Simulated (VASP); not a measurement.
# ZnGeP2 (I-42d) in VASP: single point with r2SCAN

Aim: the single point of ZnGeP2 with r2SCAN.

Everything below comes from runs of VASP 6.6.1. Logs are shortened: lines on timing, memory, paths and dates and some standing lists are left out, and cuts for length are marked.

## Step 1: The cell of the first run

The structure is tetragonal, space group I-42d (No. 122). The conventional cell has a = 5.522 Å, b = 5.522 Å, c = 10.883 Å, α = 90.00°, β = 90.00°, γ = 90.00°. Ge (site symmetry -4) has 4 P at 2.34 Å within 3.1 Å. Within 3.2 Å of Zn (site symmetry -4) lie 4 P at 2.43 Å. Within 3.1 Å of P (site symmetry 2) lie 2 Ge at 2.34 Å and 2 Zn at 2.43 Å.

## Step 2: Single point, r2SCAN

The input, POSCAR:

```
ZnGeP2
1.0
    0.0000000000      5.5222120000      0.0000000000
    5.5222120000      0.0000000000      0.0000000000
    2.7611060000      2.7611060000     -5.4413000000
Ge Zn P
2 2 4
Direct
    0.5000000000      0.5000000000      0.0000000000
    0.2500000000      0.7500000000      0.5000000000
    0.0000000000      0.0000000000      0.0000000000
    0.7500000000      0.2500000000      0.5000000000
    0.3750000000      0.3890000000      0.7500000000
    0.6110000000      0.1250000000      0.2500000000
    0.8750000000      0.8610000000      0.7500000000
    0.1390000000      0.6250000000      0.2500000000
```

The input, INCAR.step1:

```
PREC = Accurate
ENCUT = 550
ISMEAR = -1
SIGMA = 0.0238
LREAL = False
LASPH = True
NELM = 120
NBANDS = 46
GGA = PE
ALGO = Normal
EDIFF = 1E-5
LWAVE = True
LCHARG = False
GGA_COMPAT = False
```

The input, INCAR.step2:

```
PREC = Accurate
ENCUT = 550
EDIFF = 1E-6
ISMEAR = -1
SIGMA = 0.0238
LREAL = False
LASPH = True
NELM = 120
ALGO = Normal
ISIF = 2
LWAVE = False
LCHARG = False
METAGGA = R2SCAN
LMIXTAU = True
NBANDS = 46
ISTART = 1
GGA_COMPAT = False
```

The input, KPOINTS:

```
Automatic mesh
0
Gamma
  5 5 5
```

Potentials or basis: VASP PAW PBE potentials, release 64 (Ge_d, Zn, P).

Launch:

```sh
> cat potpaw_PBE.64/Ge_d/POTCAR potpaw_PBE.64/Zn/POTCAR potpaw_PBE.64/P/POTCAR > POTCAR
> cp INCAR.step1 INCAR
> mpirun -np 1 vasp_std > vasp.out
> cp INCAR.step2 INCAR
> mpirun -np 1 vasp_std > vasp.out
```

OUTCAR:

```text
PREC = Accurate
   ENCUT = 550
   EDIFF = 1E-6
   ISMEAR = -1
   LREAL = False
   LASPH = True
   NELM = 120
   ISIF = 2
   METAGGA = R2SCAN
   ISTART = 1

 ion  position               nearest neighbor table
   1  0.500  0.500  0.000-   5 2.34   6 2.34   7 2.34   8 2.34
   2  0.250  0.750  0.500-   5 2.34   6 2.34   7 2.34   8 2.34
   3  0.000  0.000  0.000-   5 2.43   6 2.43   7 2.43   8 2.43
   4  0.750  0.250  0.500-   5 2.43   6 2.43   7 2.43   8 2.43
   5  0.375  0.389  0.750-   1 2.34   2 2.34   3 2.43   4 2.43
   6  0.611  0.125  0.250-   1 2.34   2 2.34   3 2.43   4 2.43
   7  0.875  0.861  0.750-   1 2.34   2 2.34   3 2.43   4 2.43
   8  0.139  0.625  0.250-   1 2.34   2 2.34   3 2.43   4 2.43

  LATTYP: Found a body centered tetragonal cell.
 ALAT       =     5.5222120000
 C/A-ratio  =     1.9706958009

  Lattice vectors:

 A1 = (  -2.7611060000,   2.7611060000,   5.4413000000)
 A2 = (   2.7611060000,  -2.7611060000,   5.4413000000)
 A3 = (   2.7611060000,   2.7611060000,  -5.4413000000)

Analysis of symmetry for initial positions (statically):
=====================================================================
 Subroutine PRICEL returns:
 Original cell was already a primitive cell.

 Routine SETGRP: Setting up the symmetry group for a
 body centered tetragonal supercell.

 Subroutine GETGRP returns: Found  8 space group operations
 (whereof  4 operations were pure point group operations)
 out of a pool of 16 trial point group operations.

The static configuration has the point symmetry S_4 .
 The point group associated with its full space group is D_2d.

Analysis of symmetry for dynamics (positions and initial velocities):
=====================================================================
 Subroutine PRICEL returns:
 Original cell was already a primitive cell.

 Routine SETGRP: Setting up the symmetry group for a
 body centered tetragonal supercell.

 Subroutine GETGRP returns: Found  8 space group operations
 (whereof  4 operations were pure point group operations)
 out of a pool of 16 trial point group operations.

The dynamic configuration has the point symmetry S_4 .
 The point group associated with its full space group is D_2d.

 Subroutine INISYM returns: Found  8 space group operations
 (whereof  4 operations are pure point group operations),
 and found     1 'primitive' translations

----------------------------------------------------------------------------------------

                                     Primitive cell

  volume of cell :     165.9315

  direct lattice vectors                    reciprocal lattice vectors
     0.000000000  5.522212000  0.000000000     0.000000000  0.181086854  0.091889806
     5.522212000  0.000000000  0.000000000     0.181086854  0.000000000  0.091889806
     2.761106000  2.761106000 -5.441300000     0.000000000  0.000000000 -0.183779611

  length of vectors
     5.522212000  5.522212000  6.697399374     0.203066948  0.203066948  0.183779611

  position of ions in fractional coordinates (direct lattice)
     0.500000000  0.500000000  0.000000000
     0.250000000  0.750000000  0.500000000
     0.000000000  0.000000000  0.000000000
     0.750000000  0.250000000  0.500000000
     0.375000000  0.389000000  0.750000000
     0.611000000  0.125000000  0.250000000
     0.875000000  0.861000000  0.750000000
     0.139000000  0.625000000  0.250000000

  ion indices of the primitive-cell ions
   primitive index   ion index
                 1           1
                 2           2
                 3           3
                 4           4
                 5           5
                 6           6
                 7           7
                 8           8

----------------------------------------------------------------------------------------

 KPOINTS: Automatic mesh

Automatic generation of k-mesh.
 Grid dimensions read from file:
 generate k-points for:    5    5    5

 Generating k-lattice:

  Cartesian coordinates                     Fractional coordinates (reciprocal lattice)
     0.000000000  0.036217371  0.018377961     0.200000000  0.000000000  0.000000000
     0.036217371  0.000000000  0.018377961     0.000000000  0.200000000  0.000000000
     0.000000000  0.000000000 -0.036755922     0.000000000  0.000000000  0.200000000

  Length of vectors
     0.040613390  0.040613390  0.036755922

  Shift w.r.t. Gamma in fractional coordinates (k-lattice)
     0.000000000  0.000000000  0.000000000

 Subroutine IBZKPT returns following result:
 ===========================================

 Found     18 irreducible k-points:

 Following reciprocal coordinates:
            Coordinates               Weight
  0.000000  0.000000  0.000000      1.000000
  0.200000  0.000000  0.000000      8.000000
  0.400000  0.000000  0.000000      8.000000
  0.200000  0.200000  0.000000      8.000000
  0.400000  0.200000  0.000000     16.000000
 -0.400000  0.200000  0.000000     16.000000
[... 10 lines left out ...]
  0.000000  0.000000  0.400000      2.000000
 -0.200000  0.000000  0.400000      4.000000
   k-points           NKPTS =     18   k-points in BZ     NKDIM =     18   number of bands    NBANDS=     46
   number of dos      NEDOS =    301   number of ions     NIONS =      8
   total plane-waves  NPLWV =  95256
   dimension x,y,z NGX =    42 NGY =   42 NGZ =   54
   dimension x,y,z NGXF=    84 NGYF=   84 NGZF=  108
   ions per type =               2   2   4
   NGX,Y,Z   is equivalent  to a cutoff of  12.64, 12.64, 13.40 a.u.
   NGXF,Y,Z  is equivalent  to a cutoff of  25.29, 25.29, 26.81 a.u.
 SYSTEM =  unknown system
   PREC   = accura    normal or accurate (medium, high low for compatibility)
   ISTART =      1    job   : 0-new  1-cont  2-samecut
   ICHARG =      0    charge: 1-file 2-atom 10-const
   ISPIN  =      1    spin polarized calculation?
   LNONCOLLINEAR =      F non collinear calculations
   LSORBIT =      F    spin-orbit coupling
   LASPH  =      T    aspherical Exc in radial PAW
   ENCUT  =  550.0 eV  40.42 Ry    6.36 a.u.  10.56 10.56 12.81*2*pi/ulx,y,z
   NELM   =    120;   NELMIN=  2; NELMDL=  0     # of ELM steps
   EDIFF  = 0.1E-05   stopping-criterion for ELM
   LREAL  =      F    real-space projection
   EDIFFG = 0.1E-04   stopping-criterion for IOM
   NSW    =      0    number of steps for IOM
   IBRION =     -1    ionic relax: 0-MD 1-quasi-New 2-CG
   NFREE  =      0    steps in history (QN), initial steepest desc. (CG)
   ISIF   =      2    stress and relaxation
   ISYM   =      2    0-nonsym 1-usesym 2-fastsym
   POTIM  = 0.5000    time-step for ionic-motion
   TEBEG  =    0.0;   TEEND  =   0.0 temperature during run
   PSTRESS=    0.0 pullay stress
   NELECT =      72.0000    total number of electrons
   NUPDOWN=      -1.0000    fix difference up-down
   EMIN   =  10.00;   EMAX   =-10.00  energy-range for DOS
   EFERMI =   0.00;   METHOD = LEGACY
   ISMEAR =    -1;   SIGMA  =   0.02  broadening in eV -4-tet -1-fermi 0-gaus
   EFERMI_NEDOS =   21; number of points for ismear=-14 and -15
   IALGO  =     38    algorithm
   IMIX   =      4    mixing-type and parameters
     AMIX     =   0.40;   BMIX     =  1.00
     AMIX_MAG =   1.60;   BMIX_MAG =  1.00
  volume/ion in A,a.u.               =      20.74       139.97
  Fermi-wavevector in a.u.,A,eV,Ry     =   1.239394  2.342115 20.899875  1.536097
  Thomas-Fermi vector in A             =   2.373879
   LORBIT       =      0    0 simple, 1 ext, 2 COOP (PROOUT), +10 PAW based schemes
   METAGGA = R2SCAN    functional components
   LHFCALC =     F    Hartree Fock is set to
   AEXX    =    0.0000 exact exchange contribution
   IVDW    =     0    specifies the selected vdW correction
   LEPSILON=     F    determine dielectric tensor
   LRPA    =     F    only Hartree local field effects (RPA)
 non-spin polarized calculation
  energy-cutoff  :      550.00
  volume of cell :      165.93
 maximum number of plane-waves:      4909
 NGX is ok and might be reduce to    42
   NGX = 21   NGY = 21   NGZ = 25

 number of electron      72.0000017 magnetization

 Free energy of the ion-electron system (eV)
  ---------------------------------------------------
  ext. energy  EPLUGINS =         0.00000000
  ---------------------------------------------------
  free energy    TOTEN  =       -83.64295384 eV

  energy without entropy =      -83.64295384  energy(sigma->0) =      -83.64295384

 E-fermi :   4.2092     XC(G=0): -10.3402

 val. band max:        3.7200627852   @ k =   0.0000   0.0000   0.0000
 cond. band min:       5.3350197310   @ k =  -0.2000   0.0000   0.4000
 fundamental gap:      1.6149569458
 Fermi energy:         4.2091897309

 k-point     1 :       0.0000    0.0000    0.0000
  band No.  band energies     occupation
      1     -21.7488      2.00000
      2     -21.7463      2.00000
      3     -21.7463      2.00000
      4     -21.7426      2.00000
      5     -21.7353      2.00000
      6     -21.7353      2.00000
[... 38 lines left out ...]
     45       8.8521      0.00000
     46       8.9423      0.00000

 k-point     2 :       0.2000    0.0000    0.0000
  band No.  band energies     occupation
      1     -21.7486      2.00000
      2     -21.7465      2.00000
      3     -21.7459      2.00000
      4     -21.7424      2.00000
      5     -21.7363      2.00000
      6     -21.7350      2.00000
[... 38 lines left out ...]
     45       8.8703      0.00000
     46       9.6807      0.00000

 k-point     3 :       0.4000    0.0000    0.0000
  band No.  band energies     occupation
      1     -21.7482      2.00000
      2     -21.7472      2.00000
      3     -21.7453      2.00000
      4     -21.7412      2.00000
      5     -21.7386      2.00000
      6     -21.7345      2.00000
[... 724 lines left out ...]
     45       9.7313      0.00000
     46       9.7314      0.00000

 k-point    18 :      -0.2000    0.0000    0.4000
  band No.  band energies     occupation
      1     -21.7481      2.00000
      2     -21.7475      2.00000
      3     -21.7456      2.00000
      4     -21.7449      2.00000
      5     -21.7348      2.00000
      6     -21.7338      2.00000
[... 38 lines left out ...]
     45       9.5396      0.00000
     46       9.6312      0.00000

------------------------ aborting loop because EDIFF is reached ----------------------------------------

  FORCE on cell =-STRESS in cart. coord.  units (eV):
  Direction    XX          YY          ZZ          XY          YZ          ZX
  --------------------------------------------------------------------------------------
  -------------------------------------------------------------------------------------
  Total       -2.7745902     -2.7745902     -3.3269165      0.0000000      0.0000000      0.0000000
  in kB      -26.7904872    -26.7904872    -32.1235591      0.0000000      0.0000000      0.0000000
  external PRESSURE =     -28.5681778 kB  Pullay stress =       0.0000000 kB

 VOLUME and BASIS-vectors are now :
 -----------------------------------------------------------------------------
  energy-cutoff  :      550.00
  volume of cell :      165.93
      direct lattice vectors                 reciprocal lattice vectors
     0.000000000  5.522212000  0.000000000     0.000000000  0.181086854  0.091889806
     5.522212000  0.000000000  0.000000000     0.181086854  0.000000000  0.091889806
     2.761106000  2.761106000 -5.441300000     0.000000000  0.000000000 -0.183779611

 POSITION                                       TOTAL-FORCE (eV/Angst)
 -----------------------------------------------------------------------------------
      2.76111      2.76111      0.00000        -0.000000     -0.000000     -0.000000
      5.52221      2.76111     -2.72065         0.000000     -0.000000     -0.000000
      0.00000      0.00000      0.00000         0.000000      0.000000     -0.000000
      2.76111      5.52221     -2.72065        -0.000000     -0.000000     -0.000000
      4.21897      4.14166     -4.08098        -0.509776     -0.000000     -0.000000
      1.38055      4.06435     -1.36033        -0.000000      0.509776      0.000000
      6.82545      6.90277     -4.08098         0.509776     -0.000000     -0.000000
      4.14166      1.45786     -1.36033        -0.000000     -0.509776     -0.000000
 -----------------------------------------------------------------------------------
    total drift:                               -0.000783     -0.000783     -0.000331

  FREE ENERGIE OF THE ION-ELECTRON SYSTEM (eV)
  ---------------------------------------------------
  free  energy   TOTEN  =       -83.6429538427 eV

  energy  without entropy=      -83.6429538427  energy(sigma->0) =      -83.64295384
```

It took 10 min on 1 thread of Intel Xeon Platinum 8259CL at 2.50GHz (Skylake/Cascade Lake), shared host; peak memory 0.41 GiB.

What came out:

* Free energy: -83.6430 eV
* Pressure: -2.9 GPa
* Largest force: 0.510 eV/Å
* Band gap on the k mesh: 1.61 eV (least direct gap 1.67 eV)

Forces in eV/Å, atoms in the order of the input:
```
Ge   0.000  0.000  0.000
Ge   0.000  0.000  0.000
Zn   0.000  0.000  0.000
Zn   0.000  0.000  0.000
P   -0.510  0.000  0.000
P    0.000  0.510  0.000
P    0.510  0.000  0.000
P    0.000 -0.510  0.000
```

Levels at points of the mesh, in eV from the valence-band top:
| k point | band 32 | band 33 | band 34 | band 35 | band 36 | band 37 | band 38 | band 39 | band 40 | band 41 |
| --- | --- | --- | --- | --- | --- | --- | --- | --- | --- | --- |
| (0.00, 0.00, 0.00) | -2.36 | -2.36 | -0.06 | -0.06 | 0.00 | 1.67 | 1.81 | 2.13 | 3.48 | 3.48 |

Caveat: the PAW data sets were made with another functional, which shifts forces and pressure a little. A k mesh can miss the band edges.
